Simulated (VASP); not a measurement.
Set up this calculation in VASP 6.6.1, as the native input.

| Quantity | Value |
| --- | --- |
| Task | relaxation of cell and atoms |
| Functional | PBE |
| Dispersion | D3(BJ) |
| Potentials or basis | VASP PAW PBE potentials, release 64 (Sn_d, H) |
| Cutoff | 600 eV |
| k mesh | 5 × 5 × 5 |
| Occupations | fermi-dirac, width 0.0351 eV |
| Spin | no spin polarisation |
| Dipole correction | no |
| Further INCAR settings | ALGO = Normal; EDIFF = 1e-07; IBRION = 2; EDIFFG = -0.01; NSW = 60; ISIF = 3 |

The structure of SnH3 lies in POSCAR:

```
SnH3
1.0
    2.4872410000      4.3080200000      0.0000000000
   -2.4872410000      4.3080200000      0.0000000000
    0.0000000000     -2.8720130000      4.3989950000
Sn H
2 6
Direct
    0.0000000000      0.0000000000      0.0000000000
    0.5000000000      0.5000000000      0.5000000000
    0.8780000000      0.6220000000      0.7500000000
    0.2500000000      0.8780000000      0.7500000000
    0.6220000000      0.2500000000      0.7500000000
    0.1220000000      0.3780000000      0.2500000000
    0.7500000000      0.1220000000      0.2500000000
    0.3780000000      0.7500000000      0.2500000000
```

These files were run (other wordings do the same):

INCAR

```
SYSTEM = SnH3
ALGO = Normal
EDIFF = 1E-7
EDIFFG = -0.01
ENCUT = 600
GGA = PE
IBRION = 2
ISIF = 3
ISMEAR = -1
IVDW = 12
LASPH = .True.
LCHARG = .False.
LREAL = .False.
LWAVE = .False.
NELM = 60
NSW = 60
PREC = Accurate
SIGMA = 0.0351
```

KPOINTS

```
k-points
0
Gamma
  5 5 5
  0 0 0
```

Potentials or basis: VASP PAW PBE potentials, release 64 (Sn_d, H).

Run with:

```console
$ cat potpaw_PBE.64/Sn_d/POTCAR potpaw_PBE.64/H/POTCAR > POTCAR
$ mpirun -np 1 vasp_std > vasp.out
```

Results of the run:

The relaxed volume is 15.17 Å³/atom and the relaxed cell is a = 5.557 Å, b = 5.557 Å, c = 5.557 Å, α = 120.00°, β = 120.00°, γ = 60.00°. The space group after relaxing (to 0.1 Å) is R-3c (No. 167). The energy gained by relaxing is 58.7 meV/atom and the ionic steps are 34. The pressure after relaxing is 0.0 GPa and the largest force after relaxing is 0.010 eV/Å. The band gap on the k mesh is zero (bands 17 and 18 overlap by 1.58 eV) and the dispersion energy per atom is -0.089 eV.

Caveat: the volume moved by over 15 % at a fixed basis, so the end points are rough; spin-orbit coupling is left out, which moves the levels of the heavy elements.

Wall time 9 min on 1 thread of Intel(R) Xeon(R) 6975P-C (Granite Rapids), with other jobs on the host, peak memory 0.29 GiB.
